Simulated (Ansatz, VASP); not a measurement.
**Two plane-wave programs on WS**

File INCAR:

```
PREC = Accurate ; ENCUT = 520
EDIFF = 1E-6 ; ISMEAR = 0
SIGMA = 0.1 ; LREAL = False
LASPH = True ; NELM = 150
ALGO = Normal ; ISIF = 2
LWAVE = False ; LCHARG = False
ISPIN = 2 ; MAGMOM = 1 0
LORBIT = 11 ; LMAXMIX = 4
LDAU = True ; LDAUTYPE = 2
LDAUL = 2 -1 ; LDAUU = 6.2 0
LDAUJ = 0 0 ; LDAUPRINT = 1
GGA = PE ; NBANDS = 21
```

File KPOINTS:

```
Automatic mesh
0
Gamma
  14 14 14
```

Contents of POSCAR:

```
WS
1.0
    0.0000000000      2.7419823685      2.7419823685
    2.7419823685      0.0000000000      2.7419823685
    2.7419823685      2.7419823685      0.0000000000
W S
1 1
Direct
    0.0000000000      0.0000000000      0.0000000000
    0.5000000000      0.5000000000      0.5000000000
```

Input for Ansatz:

```yaml
crystal:
  lattice:
    - [0.0, 2.7419823685, 2.7419823685]
    - [2.7419823685, 0.0, 2.7419823685]
    - [2.7419823685, 2.7419823685, 0.0]
  atoms:
    - { symbol: W, position: [0.0, 0.0, 0.0], spin: 1.0 }
    - { symbol: S, position: [0.5, 0.5, 0.5] }
basis:
  ecutwfc: 420
kpoints:
  mp_grid: { grid: [14, 14, 14] }
hamiltonian:
  xc: pbe
  hubbard: { sites: [{ species: W, l: d, u_eff: 6.2 }] }
scf:
  occupations: { method: gaussian, width: 0.1 }
output:
  forces: true
  stress: true
  eigenvalues: true
  populations: true
magnetization:
  spin_polarized: true
```

Alike in both runs: task single point; functional PBE; k mesh 14 × 14 × 14; occupations gaussian, width 0.1 eV; collinear spin; Hubbard terms W d U = 6.2 eV.

|  | VASP | Ansatz |
| --- | --- | --- |
| version | VASP 6.6.1 | Ansatz 0.2.0 |
| potentials or method | VASP PAW PBE potentials, release 64 (W_sv, S), cutoff 520 eV | scalar-relativistic, plane waves, PAW |
| valence electrons in the cell | 20 | 20 |

Ansatz gave:

```
gap on the k mesh at the Fermi level (eV)                     : none
pressure (GPa)                                                : 0.0
net moment per atom (μB)                                      : 2.00
size of the moment on the site where the two differ most (μB) : 2.97
```

Q: What did VASP give for the same quantities?

A: gap on the k mesh at the Fermi level (eV): none; pressure (GPa): -5.0; net moment per atom (μB): 1.86; size of the moment on the site where the two differ most (μB): 3.05.

The net moments are unlike, so the other rows may belong to different states. Site moments also hang on the region over which each program counts them. The programs project onto different local orbitals, so the same U acts differently, and such runs can settle in different states. A gap of «none» marks a metal or a gap that the smearing closes. Ansatz's warnings: filled band counts differ across k points.

Neither program's run includes spin-orbit coupling.
